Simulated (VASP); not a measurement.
Runs of VASP 6.6.1 on HfO2. The structure is that of space group Fm-3m (No. 225), or close to it. The cells are those of the table. 

| cell | gap on the mesh (eV) | pressure (GPa) |
| --- | --- | --- |
| a = 3.469 Å, angles 60.0°, 3 atoms | (d) | 21.9 |
| a = 3.613 Å, angles 60.0°, 3 atoms | 3.61 | -12.9 |
| a = 3.365 Å, angles 60.0°, 3 atoms | 4.15 | 61.5 |
| a = 3.418 Å, angles 60.0°, 3 atoms | 4.04 | (a) |
| a = 3.311 Å, angles 60.0°, 3 atoms | (c) | 88.9 |
| a = 3.518 Å, angles 60.0°, 3 atoms | (b) | 7.8 |

Alike in all rows: task single point; level PBEsol; potentials or basis VASP PAW PBE potentials, release 64 (Hf_pv, O); no spin polarisation; k mesh 8 × 8 × 8; cutoff (eV) 520; smearing gaussian 0.05 eV.

Task: Fill in the values left out.

Result: (a) 39.6; (b) 3.82; (c) 4.22; (d) 3.92.

Caveats: the PAW data sets were made with another functional, which shifts forces and pressure a little; spin-orbit coupling is left out, which moves the levels of the heavy elements.

A k mesh can miss the band edges, and the runs leave out spin-orbit coupling on Hf.
